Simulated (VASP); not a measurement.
# WAu (F-43m) in VASP: further runs

The runs below take WAu through single point, with PBE.

Program: VASP 6.6.1. These are calculated values, not measurements. Logs are shortened: lines on timing, memory, paths and dates and some standing lists are left out, and cuts for length are marked.

## (1) The cell of the first run

It takes space group F-43m (No. 216, cubic). Conventional cell: a = 5.496 Å, b = 5.496 Å, c = 5.496 Å, α = 90.00°, β = 90.00°, γ = 90.00°. Within 3.1 Å of W (site symmetry -43m) lie 4 Au at 2.38 Å. Au (site symmetry -43m) has 4 W at 2.38 Å within 3.1 Å.

## (2) Single point, PBE

INCAR reads:

```
SYSTEM = WAu
PREC = Accurate
ENCUT = 520
EDIFF = 1E-7
ISMEAR = 0
SIGMA = 0.018000000000000002
LREAL = .FALSE.
LASPH = .TRUE.
NELM = 60
ALGO = Normal
ISIF = 2
LWAVE = .FALSE.
LCHARG = .FALSE.
GGA = PE
NBANDS = 20
```

KPOINTS reads:

```
regular mesh
0
G
  8 8 8
  0 0 0
```

POSCAR reads:

```
WAu
1.0
    0.0000000000      2.7479792600      2.7479792600
    2.7479792600      0.0000000000      2.7479792600
    2.7479792600      2.7479792600      0.0000000000
W Au
1 1
Direct
    0.0000000000      0.0000000000      0.0000000000
    0.7500000000      0.7500000000      0.7500000000
```

Potentials or basis: VASP PAW PBE potentials, release 64 (W_sv, Au).

Run with:

```console
$ cat potpaw_PBE.64/W_sv/POTCAR potpaw_PBE.64/Au/POTCAR > POTCAR
$ mpirun -np 1 vasp_std > vasp.out
```

OUTCAR:

```text
SYSTEM = WAu
   PREC = Accurate
   ENCUT = 520
   EDIFF = 1E-7
   ISMEAR = 0
   LREAL = .FALSE.
   LASPH = .TRUE.
   NELM = 60
   ISIF = 2
   GGA = PE

 ion  position               nearest neighbor table
   1  0.000  0.000  0.000-   2 2.38   2 2.38   2 2.38   2 2.38
   2  0.750  0.750  0.750-   1 2.38   1 2.38   1 2.38   1 2.38

  LATTYP: Found a face centered cubic cell.
 ALAT       =     5.4959585200

  Lattice vectors:

 A1 = (   0.0000000000,   2.7479792600,   2.7479792600)
 A2 = (   2.7479792600,   0.0000000000,   2.7479792600)
 A3 = (   2.7479792600,   2.7479792600,   0.0000000000)

Analysis of symmetry for initial positions (statically):
=====================================================================
 Subroutine PRICEL returns:
 Original cell was already a primitive cell.

 Routine SETGRP: Setting up the symmetry group for a
 face centered cubic supercell.

 Subroutine GETGRP returns: Found 24 space group operations
 (whereof 24 operations were pure point group operations)
 out of a pool of 48 trial point group operations.

The static configuration has the point symmetry T_d .

Analysis of symmetry for dynamics (positions and initial velocities):
=====================================================================
 Subroutine PRICEL returns:
 Original cell was already a primitive cell.

 Routine SETGRP: Setting up the symmetry group for a
 face centered cubic supercell.

 Subroutine GETGRP returns: Found 24 space group operations
 (whereof 24 operations were pure point group operations)
 out of a pool of 48 trial point group operations.

The dynamic configuration has the point symmetry T_d .

 Subroutine INISYM returns: Found 24 space group operations
 (whereof 24 operations are pure point group operations),
 and found     1 'primitive' translations

----------------------------------------------------------------------------------------

                                     Primitive cell

  volume of cell :      41.5021

  direct lattice vectors                    reciprocal lattice vectors
     0.000000000  2.747979260  2.747979260    -0.181951883  0.181951883  0.181951883
     2.747979260  0.000000000  2.747979260     0.181951883 -0.181951883  0.181951883
     2.747979260  2.747979260  0.000000000     0.181951883  0.181951883 -0.181951883

  length of vectors
     3.886229539  3.886229539  3.886229539     0.315149905  0.315149905  0.315149905

  position of ions in fractional coordinates (direct lattice)
[... 77 lines left out ...]
   ENCUT  =  520.0 eV  38.22 Ry    6.18 a.u.   7.23  7.23  7.23*2*pi/ulx,y,z
   NELM   =     60;   NELMIN=  2; NELMDL= -5     # of ELM steps
   EDIFF  = 0.1E-06   stopping-criterion for ELM
   LREAL  =      F    real-space projection
   EDIFFG = 0.1E-05   stopping-criterion for IOM
   NSW    =      0    number of steps for IOM
   IBRION =     -1    ionic relax: 0-MD 1-quasi-New 2-CG
   NFREE  =      0    steps in history (QN), initial steepest desc. (CG)
   ISIF   =      2    stress and relaxation
   ISYM   =      2    0-nonsym 1-usesym 2-fastsym
   POTIM  = 0.5000    time-step for ionic-motion
   TEBEG  =    0.0;   TEEND  =   0.0 temperature during run
   PSTRESS=    0.0 pullay stress
   NELECT =      25.0000    total number of electrons
   NUPDOWN=      -1.0000    fix difference up-down
   EMIN   =  10.00;   EMAX   =-10.00  energy-range for DOS
   EFERMI =   0.00;   METHOD = LEGACY
   ISMEAR =     0;   SIGMA  =   0.02  broadening in eV -4-tet -1-fermi 0-gaus
   EFERMI_NEDOS =   21; number of points for ismear=-14 and -15
   IALGO  =     38    algorithm
   IMIX   =      4    mixing-type and parameters
     AMIX     =   0.40;   BMIX     =  1.00
     AMIX_MAG =   1.60;   BMIX_MAG =  1.00
  volume/ion in A,a.u.               =      20.75       140.04
  Fermi-wavevector in a.u.,A,eV,Ry     =   1.382605  2.612744 26.008842  1.911596
  Thomas-Fermi vector in A             =   2.507280
   LORBIT       =      0    0 simple, 1 ext, 2 COOP (PROOUT), +10 PAW based schemes
   GGA     = PE    functional components
   LHFCALC =     F    Hartree Fock is set to
   AEXX    =    0.0000 exact exchange contribution
   IVDW    =     0    specifies the selected vdW correction
   LEPSILON=     F    determine dielectric tensor
   LRPA    =     F    only Hartree local field effects (RPA)
 non-spin polarized calculation
 Gauss-broadening in eV      SIGMA  =   0.02
  energy-cutoff  :      520.00
  volume of cell :       41.50
 maximum number of plane-waves:      1139
 NGX is ok and might be reduce to    30
   NGX = 15   NGY = 15   NGZ = 15

 number of electron      25.0000000 magnetization

 Free energy of the ion-electron system (eV)
  ---------------------------------------------------
  ext. energy  EPLUGINS =         0.00000000
  ---------------------------------------------------
  free energy    TOTEN  =       -11.63500594 eV

  energy without entropy =      -11.63449112  energy(sigma->0) =      -11.63474853

 E-fermi :   7.5662     XC(G=0): -11.5417

 val. band max:        7.5411813180   @ k =   0.5000   0.2500   0.0000
 cond. band min:       7.5708621651   @ k =  -0.3750   0.2500   0.1250
 fundamental gap:      0.0296808472
 Fermi energy:         7.5662315403

 k-point     1 :       0.0000    0.0000    0.0000
  band No.  band energies     occupation
      1     -66.4357      2.00000
      2     -30.7428      2.00000
      3     -30.7428      2.00000
      4     -30.7428      2.00000
      5      -0.8949      2.00000
      6       0.9332      2.00000
[... 541 lines left out ...]
     19      18.1648      0.00000
     20      22.0256      0.00000

 [... further k-points ...]

------------------------ aborting loop because EDIFF is reached ----------------------------------------

  FORCE on cell =-STRESS in cart. coord.  units (eV):
  Direction    XX          YY          ZZ          XY          YZ          ZX
  --------------------------------------------------------------------------------------
  -------------------------------------------------------------------------------------
  Total        8.5676879      8.5676879      8.5676879      0.0000000      0.0000000      0.0000000
  in kB      330.7530625    330.7530625    330.7530625      0.0000000      0.0000000      0.0000000
  external PRESSURE =     330.7530625 kB  Pullay stress =       0.0000000 kB

 VOLUME and BASIS-vectors are now :
 -----------------------------------------------------------------------------
  energy-cutoff  :      520.00
  volume of cell :       41.50
      direct lattice vectors                 reciprocal lattice vectors
     0.000000000  2.747979260  2.747979260    -0.181951883  0.181951883  0.181951883
     2.747979260  0.000000000  2.747979260     0.181951883 -0.181951883  0.181951883
     2.747979260  2.747979260  0.000000000     0.181951883  0.181951883 -0.181951883

 POSITION                                       TOTAL-FORCE (eV/Angst)
 -----------------------------------------------------------------------------------
      0.00000      0.00000      0.00000         0.000000      0.000000      0.000000
      4.12197      4.12197      4.12197        -0.000000     -0.000000     -0.000000
 -----------------------------------------------------------------------------------
    total drift:                                0.000001      0.000001      0.000001

  FREE ENERGIE OF THE ION-ELECTRON SYSTEM (eV)
  ---------------------------------------------------
  free  energy   TOTEN  =       -11.6350059364 eV

  energy  without entropy=      -11.6344911185  energy(sigma->0) =      -11.63474853
```

stdout:

```text
POSCAR found type information on POSCAR W Au
 POSCAR found :  2 types and       2 ions
 scaLAPACK will be used
 LDA part: xc-table for (Slater+PW92), standard interpolation
 POSCAR, INCAR and KPOINTS ok, starting setup
 FFT: planning ... GRIDC
 FFT: planning ... GRID_SOFT
 FFT: planning ... GRID
 WAVECAR not read
 entering main loop
```

Wall time 36 s (1 thread of Intel Xeon 8259CL, shared host); peak memory 0.18 GiB.

What came out:

| Property | Result |
| --- | --- |
| Free energy | -11.6350 eV |
| Pressure | 33.1 GPa |

Caveat: spin-orbit coupling is left out, which moves the levels of the heavy elements.

## (3) Single point, PBE

INCAR reads:

```
SYSTEM = WAu
ALGO = Fast ; EDIFF = 1E-6
ENCUT = 520 ; GGA = PE
ISIF = 2 ; ISMEAR = 0
LASPH = .TRUE. ; LCHARG = .FALSE.
LREAL = .FALSE. ; LWAVE = .FALSE.
NBANDS = 20 ; NELM = 80
PREC = Accurate ; SIGMA = 0.019000000000000003
```

KPOINTS reads:

```
k-points
0
G
  8 8 8
  0 0 0
```

POSCAR is that of step 2.

Potentials or basis: VASP PAW PBE potentials, release 64 (W_sv, Au).

Run with:

```console
$ cat potpaw_PBE.64/W_sv/POTCAR potpaw_PBE.64/Au/POTCAR > POTCAR
$ mpirun -np 1 vasp_std > vasp.out
```

OUTCAR:

```text
SYSTEM = WAu
   EDIFF = 1E-6
   ENCUT = 520
   GGA = PE
   ISIF = 2
   ISMEAR = 0
   LASPH = .TRUE.
   LREAL = .FALSE.
   NELM = 80
   PREC = Accurate

 ion  position               nearest neighbor table
   1  0.000  0.000  0.000-   2 2.38   2 2.38   2 2.38   2 2.38
   2  0.750  0.750  0.750-   1 2.38   1 2.38   1 2.38   1 2.38

  LATTYP: Found a face centered cubic cell.
 ALAT       =     5.4959585200

  Lattice vectors:

 A1 = (   0.0000000000,   2.7479792600,   2.7479792600)
[... 739 lines left out ...]

------------------------ aborting loop because EDIFF is reached ----------------------------------------

  FORCE on cell =-STRESS in cart. coord.  units (eV):
  Direction    XX          YY          ZZ          XY          YZ          ZX
  --------------------------------------------------------------------------------------
  -------------------------------------------------------------------------------------
  Total        8.5730479      8.5730479      8.5730479      0.0000000      0.0000000      0.0000000
  in kB      330.9599840    330.9599840    330.9599840      0.0000000      0.0000000      0.0000000
  external PRESSURE =     330.9599840 kB  Pullay stress =       0.0000000 kB

 VOLUME and BASIS-vectors are now :
 -----------------------------------------------------------------------------
  energy-cutoff  :      520.00
  volume of cell :       41.50
      direct lattice vectors                 reciprocal lattice vectors
     0.000000000  2.747979260  2.747979260    -0.181951883  0.181951883  0.181951883
     2.747979260  0.000000000  2.747979260     0.181951883 -0.181951883  0.181951883
     2.747979260  2.747979260  0.000000000     0.181951883  0.181951883 -0.181951883

 POSITION                                       TOTAL-FORCE (eV/Angst)
 -----------------------------------------------------------------------------------
      0.00000      0.00000      0.00000        -0.000000     -0.000000     -0.000000
      4.12197      4.12197      4.12197         0.000000      0.000000      0.000000
 -----------------------------------------------------------------------------------
    total drift:                                0.000001      0.000001      0.000001

  FREE ENERGIE OF THE ION-ELECTRON SYSTEM (eV)
  ---------------------------------------------------
  free  energy   TOTEN  =       -11.6350348041 eV

  energy  without entropy=      -11.6344718581  energy(sigma->0) =      -11.63475333
```

It took 50 s on 1 thread of Intel Xeon 8259CL, shared host; peak memory 0.18 GiB.

Results:

* Free energy: -11.6350 eV
* Pressure: 33.1 GPa

Levels at points of the mesh, in eV from the Fermi level:
| k point | band 11 | band 12 | band 13 | band 14 | band 15 | band 16 |
| --- | --- | --- | --- | --- | --- | --- |
| (0.00, 0.00, 0.00) | -0.82 | -0.82 | -0.82 | 2.17 | 2.17 | 9.24 |
| (0.50, 0.00, 0.00) | -2.17 | -0.17 | -0.17 | 1.86 | 1.86 | 2.65 |
| (0.50, 0.50, 0.00) | -3.16 | 0.42 | 1.51 | 2.02 | 2.02 | 3.71 |

Caveat: spin-orbit coupling is left out, which moves the levels of the heavy elements.

## (4) Single point, PBE

INCAR reads:

```
SYSTEM = WAu
PREC = Accurate
ENCUT = 520
EDIFF = 1E-7
ISMEAR = 0
SIGMA = 0.02
LREAL = .False.
LASPH = .True.
NELM = 80
ALGO = Normal
ISIF = 2
LWAVE = .False.
LCHARG = .True.
GGA = PE
LELF = .True.
LVHAR = .True.
NBANDS = 20
```

KPOINTS reads:

```
regular mesh
0
Gamma
  8 8 8
  0 0 0
```

POSCAR is that of step 3.

Run with:

```console
$ cat potpaw_PBE.64/W_sv/POTCAR potpaw_PBE.64/Au/POTCAR > POTCAR
$ mpirun -np 1 vasp_std > vasp.out
```

It took 45 s on 1 thread of Intel Xeon 8259CL, shared host; peak memory 0.18 GiB.

It converged, with:

```
Free energy : -11.6351 eV
Pressure    : 33.1 GPa
```

Levels at points of the mesh, in eV from the Fermi level:
```tsv
k point	band 10	band 11	band 12	band 13	band 14	band 15	band 16	band 17
(0.00, 0.00, 0.00)	-6.29	-0.82	-0.82	-0.82	2.17	2.17	9.24	11.82
(0.50, 0.00, 0.00)	-5.55	-2.17	-0.17	-0.17	1.86	1.86	2.65	8.89
(0.50, 0.50, 0.00)	-4.19	-3.16	0.42	1.51	2.02	2.02	3.71	3.77
```

Caveat: spin-orbit coupling is left out, which moves the levels of the heavy elements.

## (5) Single point, PBE

INCAR reads:

```
SYSTEM = WAu
PREC = Accurate ; ENCUT = 520
EDIFF = 1E-6 ; ISMEAR = 0
SIGMA = 0.020999999999999998 ; LREAL = .False.
LASPH = .True. ; NELM = 80
ALGO = Normal ; ISIF = 2
LWAVE = .False. ; LCHARG = .True.
GGA = PE ; LELF = .True.
LVHAR = .True. ; NBANDS = 20
```

KPOINTS is that of step 4.

POSCAR is that of step 4.

Run with:

```console
$ cat potpaw_PBE.64/W_sv/POTCAR potpaw_PBE.64/Au/POTCAR > POTCAR
$ mpirun -np 1 vasp_std > vasp.out
```

Run time: 36 s. Hardware: 1 thread of Intel Xeon 8259CL, shared host; peak memory 0.18 GiB.

Results (log left out):

```yaml
Free_energy: -11.6351 eV
Pressure: 33.1 GPa
```

Levels at points of the mesh, in eV from the Fermi level:
| k point | band 10 | band 11 | band 12 | band 13 | band 14 | band 15 | band 16 | band 17 |
| --- | --- | --- | --- | --- | --- | --- | --- | --- |
| (0.00, 0.00, 0.00) | -6.29 | -0.82 | -0.82 | -0.82 | 2.17 | 2.17 | 9.24 | 11.82 |
| (0.50, 0.00, 0.00) | -5.55 | -2.17 | -0.17 | -0.17 | 1.86 | 1.86 | 2.65 | 8.89 |
| (0.50, 0.50, 0.00) | -4.19 | -3.16 | 0.42 | 1.51 | 2.02 | 2.02 | 3.71 | 3.77 |

Caveat: spin-orbit coupling is left out, which moves the levels of the heavy elements.

## (6) The runs side by side

| smearing | gap on the mesh (eV) | pressure (GPa) |
| --- | --- | --- |
| gaussian 0.018 eV | none | 33.1 |
| gaussian 0.019 eV | none | 33.1 |
| gaussian 0.02 eV | none | 33.1 |
| gaussian 0.021 eV | none | 33.1 |

Alike in all rows: task single point; level PBE; potentials or basis VASP PAW PBE potentials, release 64 (W_sv, Au); no spin polarisation; cell as given; k mesh 8 × 8 × 8; cutoff (eV) 520.

Every run on the cell as given and a fine mesh finds a metal.

Caveats: spin-orbit coupling is left out, which moves the levels of the heavy elements.

Total energies depend on the potentials used, so only differences within one code and one set of settings carry meaning.
